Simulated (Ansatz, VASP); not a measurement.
## PtSe2 in VASP and in Ansatz

```
Pt Se
1.0
     3.72400    0.00000    0.00000
    -1.86200    3.22508    0.00000
     0.00000    0.00000    5.06200
Pt Se
1 2
Cartesian
  0.0617 0.0553 0.0383
  1.8409 1.1030 3.8653
  0.0857 2.1798 1.2792
```

Change from the starting cell: atoms moved at random, drawn with an rms of 0.15 Å.

Alike in both runs: functional PBE; dispersion D3(BJ); k mesh 8 × 8 × 5; occupations gaussian, width 0.025 eV; no spin polarisation; Hubbard terms Pt d U = 5.3 eV.

|  | VASP | Ansatz |
| --- | --- | --- |
| version | VASP 6.6.1 | Ansatz 0.2.0 |
| potentials or method | VASP PAW PBE potentials, release 64 (Pt, Se), cutoff 500 eV | all-electron LAPW, scalar-relativistic |
| task | single point | atomic charges |

```tsv
	VASP	Ansatz	Ansatz less VASP
gap on the k mesh at the Fermi level (eV)	none	none	-
pressure (GPa)	1.9	6.1	+4.22
traceless stress, the component that is largest in VASP (GPa)	-2.88	-3.22	-0.339
rms of the force components (eV/Å)	0.492	0.681	+0.1889
```

The programs project onto different local orbitals, so the same U acts differently, and such runs can settle in different states. Atom by atom the forces differ by 0.210 eV/Å (rms over components). A gap of «none» marks a metal or a gap that the smearing closes. Ansatz ran all-electron here, and VASP with PAW potentials.

Neither program's run includes spin-orbit coupling. Noted on Ansatz's run: U is the effective U less J, on atomic orbitals that reach past the spheres.
